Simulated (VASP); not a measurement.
Here is a VASP 6.6.1 calculation.

File INCAR:

```
PREC = Accurate
ENCUT = 600
EDIFF = 1E-8
ISMEAR = -1
SIGMA = 0.05
LREAL = False
LASPH = True
NELM = 100
ALGO = Normal
ISIF = 3
LWAVE = False
LCHARG = False
IBRION = 6
NFREE = 2
POTIM = 0.015
NSW = 1
```

The input KPOINTS:

```
Automatic mesh
0
Gamma
  7 7 7
```

File POSCAR:

```
PbO2
1.0
    0.0000000000      2.7019920000      2.7019920000
    2.7019920000      0.0000000000      2.7019920000
    2.7019920000      2.7019920000      0.0000000000
Pb O
1 2
Direct
    0.0000000000      0.0000000000      0.0000000000
    0.7500000000      0.7500000000      0.7500000000
    0.2500000000      0.2500000000      0.2500000000
```

Potentials or basis: VASP PAW LDA potentials, release 64 (Pb_d, O).

The run is started by

```console
$ cat potpaw_LDA.64/Pb_d/POTCAR potpaw_LDA.64/O/POTCAR > POTCAR
$ mpirun -np 1 vasp_std > vasp.out
```

Task: Predict the elastic constants C11, C12, C44.

Result: 283, 43, -1 GPa.

Task: Estimate the Voigt bulk modulus.

Result: 123 GPa.

Task: What does it give for the highest phonon frequency at Γ, LO-TO splitting left out?

Result: 399 cm⁻¹.

Elastic tensor in Voigt notation (GPa, in the Cartesian axes of the cell as first typed):
```
283  43  43   0   0   0
 43 283  43   0   0   0
 43  43 283   0   0   0
  0   0   0  -1   0   0
  0   0   0   0  -1   0
  0   0   0   0   0  -1
```

Caveat: the cell is under stress, which shifts elastic constants; the elastic tensor has a negative eigenvalue, so either the cell is unstable as it stands or the mesh is too thin.
